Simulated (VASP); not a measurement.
A run of VASP 6.6.1:

Contents of POSCAR:

```
EuO
1.0
    0.0000000000      2.5797310467      2.5797310467
    2.5797310467      0.0000000000      2.5797310467
    2.5797310467      2.5797310467      0.0000000000
Eu O
1 1
Direct
    0.5000000000      0.5000000000      0.5000000000
    0.0000000000      0.0000000000      0.0000000000
```

The input INCAR.step1:

```
SYSTEM = EuO
PREC = Accurate
ENCUT = 800
ISMEAR = 0
SIGMA = 0.05
LREAL = .False.
LASPH = .True.
NELM = 200
ISPIN = 2
MAGMOM = 7.46 -0.1
LMAXMIX = 6
LDAU = .True.
LDAUTYPE = 2
LDAUL = 3 -1
LDAUU = 4 0
LDAUJ = 0 0
NBANDS = 22
GGA = PE
ALGO = Normal
EDIFF = 1E-5
LWAVE = .True.
LCHARG = .False.
GGA_COMPAT = .False.
```

Contents of INCAR.step2:

```
SYSTEM = EuO
PREC = Accurate
ENCUT = 800
EDIFF = 1E-6
ISMEAR = 0
SIGMA = 0.05
LREAL = .False.
LASPH = .True.
NELM = 200
ALGO = Normal
ISIF = 2
LWAVE = .False.
LCHARG = .False.
ISPIN = 2
MAGMOM = 7.46 -0.1
LORBIT = 11
LMAXMIX = 6
LDAU = .True.
LDAUTYPE = 2
LDAUL = 3 -1
LDAUU = 4 0
LDAUJ = 0 0
LDAUPRINT = 1
METAGGA = R2SCAN
LMIXTAU = .True.
LUSE_VDW = .True.
IVDW_NL = 2
BPARAM = 11.95
CPARAM = 0.0093
NBANDS = 22
ISTART = 1
GGA_COMPAT = .False.
```

File KPOINTS:

```
Automatic mesh
0
Gamma
  8 8 8
  0 0 0
```

Potentials or basis: VASP PAW PBE potentials, release 64 (Eu, O).

Run with:

```console
$ cat potpaw_PBE.64/Eu/POTCAR potpaw_PBE.64/O/POTCAR > POTCAR
$ cp INCAR.step1 INCAR
$ mpirun -np 1 vasp_std > vasp.out
$ cp INCAR.step2 INCAR
$ mpirun -np 1 vasp_std > vasp.out
```

Hardware: 1 thread of Oxide Virtual Turin-like Processor, on a shared host.

Task: Estimate the wall time of this run.

Result: It took 7.1 min on 1 thread of Oxide Virtual Turin-like Processor (shared host), peak memory 0.45 GiB. Counts: k points 29.
